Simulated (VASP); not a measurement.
# Pr5Pb4 (Pmc2_1) in VASP: single point with PBE

Aim: the single point of Pr5Pb4 with PBE.

Everything below comes from runs of VASP 6.6.1. Logs are shortened: lines on timing, memory, paths and dates and some standing lists are left out, and cuts for length are marked.

## Step 1: The cell of the first run

The structure is orthorhombic, space group Pmc2_1 (No. 26). The conventional cell has a = 16.236 Å, b = 8.617 Å, c = 8.524 Å, α = 90.00°, β = 90.00°, γ = 90.00°. Within 4.7 Å of Pr (site symmetry 1) lie 6 Pb at 3.22 to 3.40 Å and 9 Pr at 3.80 to 4.66 Å. Pr (site symmetry 1) has 6 Pb at 3.21 to 3.40 Å and 9 Pr at 3.80 to 4.66 Å within 4.7 Å. Within 5.1 Å of Pr (site symmetry 1) lie 7 Pb at 3.30 to 4.11 Å and 11 Pr at 3.91 to 5.03 Å. Within 4.8 Å of Pr (site symmetry 1) lie 7 Pb at 3.29 to 4.11 Å and 10 Pr at 3.91 to 4.79 Å. Pr (site symmetry m) has 6 Pb at 3.28 to 3.43 Å and 8 Pr at 3.80 to 4.00 Å within 4.3 Å. Pr (site symmetry m) has 6 Pb at 3.28 to 3.43 Å and 8 Pr at 3.80 to 4.00 Å within 4.3 Å. Within 4.2 Å of Pb (site symmetry 1) lie 8 Pr at 3.22 to 4.11 Å and 1 Pb at 4.12 Å. Within 4.2 Å of Pb (site symmetry 1) lie 8 Pr at 3.21 to 4.11 Å and 1 Pb at 4.12 Å.

## Step 2: Single point, PBE

INCAR

```
SYSTEM = Pr5Pb4
PREC     = Accurate       ! precision mode
ENCUT    = 500            ! plane-wave cutoff, eV
EDIFF    = 1E-6           ! SCF threshold, eV
ISMEAR   = 0              ! smearing method
SIGMA    = 0.1            ! smearing width, eV
LREAL    = Auto         
LASPH    = .TRUE.         ! aspherical terms in the spheres
NELM     = 200            ! most SCF steps
ALGO     = Normal         ! electronic algorithm
ISIF     = 2              ! what is computed and relaxed
LWAVE    = .FALSE.        ! write WAVECAR
LCHARG   = .FALSE.        ! write CHGCAR
GGA      = PE             ! functional
NBANDS   = 246            ! bands
GGA_COMPAT= .FALSE.      
LMAXMIX  = 6              ! l up to which the mixer works
NCORE    = 4
```

KPOINTS

```
regular mesh
0
G
  1 2 2
  0 0 0
```

POSCAR

```
Pr5Pb4
1.0
   16.2360290000      0.0000000000      0.0000000000
    0.0000000000      8.6169090000      0.0000000000
    0.0000000000      0.0000000000      8.5244230000
Pr Pb
20 16
Direct
    0.8670640000      0.5919750000      0.3814940000
    0.1329360000      0.4080250000      0.8814940000
    0.3673210000      0.9080570000      0.6184770000
    0.6326790000      0.0919430000      0.1184770000
    0.6326790000      0.9080570000      0.6184770000
    0.3673210000      0.0919430000      0.1184770000
    0.1329360000      0.5919750000      0.3814940000
    0.8670640000      0.4080250000      0.8814940000
    0.8521200000      0.0740840000      0.5343350000
    0.1478800000      0.9259150000      0.0343350000
    0.3523760000      0.4259860000      0.4656720000
    0.6476240000      0.5740140000      0.9656720000
    0.6476240000      0.4259860000      0.4656720000
    0.3523760000      0.5740140000      0.9656720000
    0.1478800000      0.0740840000      0.5343350000
    0.8521200000      0.9259150000      0.0343350000
    0.0000000000      0.2531790000      0.2129430000
    0.0000000000      0.7468210000      0.7129430000
    0.5000000000      0.2468780000      0.7870460000
    0.5000000000      0.7531220000      0.2870460000
    0.7056370000      0.7811520000      0.2758770000
    0.2943630000      0.2188480000      0.7758770000
    0.2059920000      0.7187370000      0.7241250000
    0.7940080000      0.2812630000      0.2241250000
    0.7940080000      0.7187370000      0.7241250000
    0.2059920000      0.2812630000      0.2241250000
    0.2943630000      0.7811520000      0.2758770000
    0.7056370000      0.2188480000      0.7758770000
    0.0000000000      0.3712080000      0.5801080000
    0.0000000000      0.6287920000      0.0801080000
    0.5000000000      0.1288500000      0.4199020000
    0.5000000000      0.8711500000      0.9199010000
    0.0000000000      0.8943610000      0.3417370000
    0.0000000000      0.1056390000      0.8417370000
    0.5000000000      0.6056010000      0.6582640000
    0.5000000000      0.3943990000      0.1582640000
```

Potentials or basis: VASP PAW PBE potentials, release 64 (Pr_3, Pb_d), 4f in core.

Run with:

```bash
$ cat potpaw_PBE.64/Pr_3/POTCAR potpaw_PBE.64/Pb_d/POTCAR > POTCAR
$ mpirun -np 4 vasp_std > vasp.out
```

OUTCAR:

```text
SYSTEM = Pr5Pb4
   PREC = Accurate
   ENCUT = 500
   EDIFF = 1E-6
   ISMEAR = 0
   LREAL = Auto
   LASPH = .TRUE.
   NELM = 200
   ISIF = 2
   GGA = PE

 ion  position               nearest neighbor table
   1  0.867  0.592  0.381-  21 3.22  24 3.22  25 3.34  29 3.34  30 3.37  33 3.40  18 3.80  17 3.90
                            13 3.91
   2  0.133  0.408  0.881-  22 3.22  23 3.22  26 3.34  30 3.34  29 3.37  34 3.40  17 3.80  18 3.90
                            14 3.91
   3  0.367  0.908  0.618-  23 3.21  22 3.22  31 3.34  27 3.34  32 3.37  35 3.40  20 3.80  19 3.90
                            15 3.91
   4  0.633  0.092  0.118-  24 3.21  21 3.22  32 3.34  28 3.34  31 3.37  36 3.40  19 3.80  20 3.90
                            16 3.91
   5  0.633  0.908  0.618-  25 3.21  28 3.22  31 3.34  21 3.34  32 3.37  35 3.40  20 3.80  19 3.90
                             9 3.91
   6  0.367  0.092  0.118-  26 3.21  27 3.22  32 3.34  22 3.34  31 3.37  36 3.40  19 3.80  20 3.90
                            10 3.91
   7  0.133  0.592  0.381-  27 3.22  26 3.22  23 3.34  29 3.34  30 3.37  33 3.40  18 3.80  17 3.90
                            11 3.91
   8  0.867  0.408  0.881-  28 3.22  25 3.22  24 3.34  30 3.34  29 3.37  34 3.40  17 3.80  18 3.90
                            12 3.91
   9  0.852  0.074  0.534-  33 3.30  24 3.33  28 3.38  29 3.53  34 3.56  25 3.59   5 3.91
[... 33 lines left out ...]
  30  0.000  0.629  0.080-  33 3.20  18 3.29   2 3.34   8 3.34   7 3.37   1 3.37  17 3.43  16 3.53
                            10 3.53
  31  0.500  0.129  0.420-  36 3.20  19 3.29   3 3.34   5 3.34   4 3.37   6 3.37  20 3.43  13 3.53
                            11 3.53
  32  0.500  0.871  0.920-  35 3.20  20 3.29   4 3.34   6 3.34   5 3.37   3 3.37  19 3.43  14 3.53
                            12 3.53
  33  0.000  0.894  0.342-  30 3.20  17 3.28   9 3.30  15 3.30   1 3.40   7 3.40  18 3.41  16 3.56
                            10 3.56
  34  0.000  0.106  0.842-  29 3.20  18 3.28  10 3.30  16 3.30   2 3.40   8 3.40  17 3.41   9 3.56
                            15 3.56
  35  0.500  0.606  0.658-  32 3.20  19 3.28  11 3.29  13 3.29   3 3.40   5 3.40  20 3.41  14 3.56
                            12 3.56
  36  0.500  0.394  0.158-  31 3.20  20 3.28  12 3.29  14 3.29   4 3.40   6 3.40  19 3.41  11 3.56
                            13 3.56

  LATTYP: Found a simple orthorhombic cell.
 ALAT       =     8.5244230000
 B/A-ratio  =     1.0108495320
 C/A-ratio  =     1.9046484437

  Lattice vectors:

 A1 = (   0.0000000000,   0.0000000000,  -8.5244230000)
 A2 = (   0.0000000000,   8.6169090000,   0.0000000000)
 A3 = (  16.2360290000,   0.0000000000,   0.0000000000)

Analysis of symmetry for initial positions (statically):
=====================================================================
 Subroutine PRICEL returns:
 Original cell was already a primitive cell.
[... 182 lines left out ...]
   NELECT =     444.0000    total number of electrons
   NUPDOWN=      -1.0000    fix difference up-down
   EMIN   =  10.00;   EMAX   =-10.00  energy-range for DOS
   EFERMI =   0.00;   METHOD = LEGACY
   ISMEAR =     0;   SIGMA  =   0.10  broadening in eV -4-tet -1-fermi 0-gaus
   EFERMI_NEDOS =   21; number of points for ismear=-14 and -15
   IALGO  =     38    algorithm
   IMIX   =      4    mixing-type and parameters
     AMIX     =   0.40;   BMIX     =  1.00
     AMIX_MAG =   1.60;   BMIX_MAG =  1.00
  volume/ion in A,a.u.               =      33.13       223.56
  Fermi-wavevector in a.u.,A,eV,Ry     =   1.177706  2.225542 18.871178  1.386992
  Thomas-Fermi vector in A             =   2.314048
   LORBIT       =      0    0 simple, 1 ext, 2 COOP (PROOUT), +10 PAW based schemes
   GGA     = PE    functional components
   LHFCALC =     F    Hartree Fock is set to
   AEXX    =    0.0000 exact exchange contribution
   IVDW    =     0    specifies the selected vdW correction
   LEPSILON=     F    determine dielectric tensor
   LRPA    =     F    only Hartree local field effects (RPA)
 non-spin polarized calculation
 Gauss-broadening in eV      SIGMA  =   0.10
  energy-cutoff  :      500.00
  volume of cell :     1192.60
 maximum number of plane-waves:     30308
 NGX is ok and might be reduce to   120
   NGX = 59   NGY = 31   NGZ = 31

 number of electron     443.9999988 magnetization

 Free energy of the ion-electron system (eV)
  ---------------------------------------------------
  ext. energy  EPLUGINS =         0.00000000
  ---------------------------------------------------
  free energy    TOTEN  =      -172.81460401 eV

  energy without entropy =     -172.70547930  energy(sigma->0) =     -172.76004166

 E-fermi :   4.8811     XC(G=0):  -9.8313

 val. band max:        4.8399820069   @ k =   0.0000   0.0000   0.0000
 cond. band min:       4.8839652330   @ k =   0.0000   0.0000   0.5000
 fundamental gap:      0.0439832261
 Fermi energy:         4.8810552985

 k-point     1 :       0.0000    0.0000    0.0000
  band No.  band energies     occupation
      1     -31.8941      2.00000
      2     -31.8928      2.00000
      3     -31.8893      2.00000
      4     -31.8886      2.00000
      5     -31.8882      2.00000
      6     -31.8869      2.00000
[... 937 lines left out ...]
    233       5.5368      0.00000
    234       5.5368      0.00000
 [bands above 234 left out]

------------------------ aborting loop because EDIFF is reached ----------------------------------------

  FORCE on cell =-STRESS in cart. coord.  units (eV):
  Direction    XX          YY          ZZ          XY          YZ          ZX
  --------------------------------------------------------------------------------------
  -------------------------------------------------------------------------------------
  Total        4.8269760      2.5060786      2.4001587      0.0000000      0.0000000      0.0000000
  in kB        6.4846927      3.3667352      3.2244394      0.0000000      0.0000000      0.0000000
  external PRESSURE =       4.3586225 kB  Pullay stress =       0.0000000 kB

 VOLUME and BASIS-vectors are now :
 -----------------------------------------------------------------------------
  energy-cutoff  :      500.00
  volume of cell :     1192.60
      direct lattice vectors                 reciprocal lattice vectors
    16.236029000  0.000000000  0.000000000     0.061591415  0.000000000  0.000000000
     0.000000000  8.616909000  0.000000000     0.000000000  0.116050895  0.000000000
     0.000000000  0.000000000  8.524423000     0.000000000  0.000000000  0.117309993

 POSITION                                       TOTAL-FORCE (eV/Angst)
 -----------------------------------------------------------------------------------
     14.07768      5.10099      3.25202         0.049996     -0.052628      0.062634
      2.15835      3.51591      7.51423        -0.049996      0.052628      0.062634
      5.96383      7.82464      5.27216         0.037958      0.054339     -0.061715
     10.27219      0.79226      1.00995        -0.037958     -0.054339     -0.061715
     10.27219      7.82464      5.27216        -0.037958      0.054339     -0.061715
      5.96383      0.79226      1.00995         0.037958     -0.054339     -0.061715
[... 28 lines left out ...]
      8.11801      5.21841      5.61132         0.000000     -0.119067     -0.060849
      8.11801      3.39850      1.34911         0.000000      0.119067     -0.060849
 -----------------------------------------------------------------------------------
    total drift:                               -0.000000      0.009889     -0.004294

  FREE ENERGIE OF THE ION-ELECTRON SYSTEM (eV)
  ---------------------------------------------------
  free  energy   TOTEN  =      -172.8146040085 eV

  energy  without entropy=     -172.7054793023  energy(sigma->0) =     -172.76004166
```

OSZICAR:

```text
N       E                     dE             d eps       ncg     rms          rms(c)
DAV:   1     0.588748526433E+04    0.58875E+04   -0.19729E+05  1968   0.184E+03
DAV:   2     0.628709633748E+03   -0.52588E+04   -0.51587E+04  1968   0.549E+02
DAV:   3    -0.103781366101E+03   -0.73249E+03   -0.71319E+03  2456   0.241E+02
DAV:   4    -0.170114549253E+03   -0.66333E+02   -0.64503E+02  2664   0.632E+01
DAV:   5    -0.175722384230E+03   -0.56078E+01   -0.55693E+01  3496   0.143E+01    0.198E+01
DAV:   6    -0.173422898239E+03    0.22995E+01   -0.72832E+00  2656   0.718E+00    0.107E+01
DAV:   7    -0.172810402731E+03    0.61250E+00   -0.38090E+00  2536   0.622E+00    0.162E+00
DAV:   8    -0.172886288909E+03   -0.75886E-01   -0.13569E+00  3120   0.314E+00    0.119E+00
DAV:   9    -0.172806944161E+03    0.79345E-01   -0.48351E-01  3056   0.193E+00    0.685E-01
DAV:  10    -0.172813475294E+03   -0.65311E-02   -0.81839E-02  2656   0.753E-01    0.314E-01
DAV:  11    -0.172814317894E+03   -0.84260E-03   -0.10175E-02  3200   0.433E-01    0.125E-01
DAV:  12    -0.172814570211E+03   -0.25232E-03   -0.32492E-03  2760   0.160E-01    0.326E-02
DAV:  13    -0.172814598069E+03   -0.27858E-04   -0.44750E-04  3240   0.670E-02    0.179E-02
DAV:  14    -0.172814603273E+03   -0.52039E-05   -0.64853E-05  2800   0.291E-02    0.555E-03
DAV:  15    -0.172814604195E+03   -0.92177E-06   -0.10045E-05  2160   0.126E-02    0.327E-03
DAV:  16    -0.172814604008E+03    0.18664E-06   -0.11196E-06  1176   0.560E-03
   1 F= -.17281460E+03 E0= -.17276004E+03  d E =-.109125E+00
```

Wall time 12 min (4 MPI ranks of AMD EPYC 7R43 (Zen 3), shared host); peak memory 0.44 GiB.

What came out:

| Item | Value |
| --- | --- |
| Free energy | -172.8146 eV |
| Pressure | 0.4 GPa |
| Largest force | 0.223 eV/Å |
| Band gap on the k mesh | zero (bands 222 and 223 overlap by 0.41 eV) |

Forces in eV/Å, atoms in the order of the input:
```
Pr   0.050 -0.053  0.063
Pr  -0.050  0.053  0.063
Pr   0.038  0.054 -0.062
Pr  -0.038 -0.054 -0.062
Pr  -0.038  0.054 -0.062
Pr   0.038 -0.054 -0.062
Pr  -0.050 -0.053  0.063
Pr   0.050  0.053  0.063
Pr   0.020 -0.079  0.005
Pr  -0.020  0.079  0.005
Pr   0.011  0.077 -0.007
Pr  -0.011 -0.077 -0.007
Pr  -0.011  0.077 -0.007
Pr   0.011 -0.077 -0.007
Pr  -0.020 -0.079  0.005
Pr   0.020  0.079  0.005
Pr   0.000 -0.017 -0.031
Pr   0.000  0.017 -0.031
Pr   0.000  0.016  0.032
Pr   0.000 -0.016  0.032
Pb   0.018 -0.005  0.053
Pb  -0.018  0.005  0.053
Pb   0.003  0.008 -0.055
Pb  -0.003 -0.008 -0.055
Pb  -0.003  0.008 -0.055
Pb   0.003 -0.008 -0.055
Pb  -0.018 -0.005  0.053
Pb   0.018  0.005  0.053
Pb   0.000  0.198 -0.104
Pb   0.000 -0.198 -0.104
Pb   0.000 -0.197  0.105
Pb   0.000  0.197  0.105
Pb   0.000  0.123  0.065
Pb   0.000 -0.123  0.065
Pb   0.000 -0.119 -0.061
Pb   0.000  0.119 -0.061
```

Stress tensor (GPa, compression positive):
```
0.65 0.00 0.00
0.00 0.34 0.00
0.00 0.00 0.32
```

Levels at points of the mesh, in eV from the Fermi level:
| k point | band 220 | band 221 | band 222 | band 223 | band 224 | band 225 |
| --- | --- | --- | --- | --- | --- | --- |
| (0.00, 0.00, 0.00) | 0.05 | 0.20 | 0.27 | 0.37 | 0.42 | 0.44 |
| (0.00, 0.50, 0.00) | -0.27 | -0.07 | -0.07 | 0.05 | 0.05 | 0.17 |
| (0.00, 0.00, 0.50) | -0.23 | -0.14 | -0.14 | 0.00 | 0.00 | 0.22 |
| (0.00, 0.50, 0.50) | -0.20 | -0.17 | -0.17 | -0.14 | -0.14 | 0.16 |

Caveat: the k points lie up to 0.39 Å⁻¹ apart; spin-orbit coupling is left out, which moves the levels of the heavy elements; the 4f electrons are frozen in the core, so they carry no moment and show no levels. Spin polarisation is off, so any magnetic state and its effect on volume and gap are missing.

The gap in the log of VASP goes by the Fermi energy; the results here count the filled bands.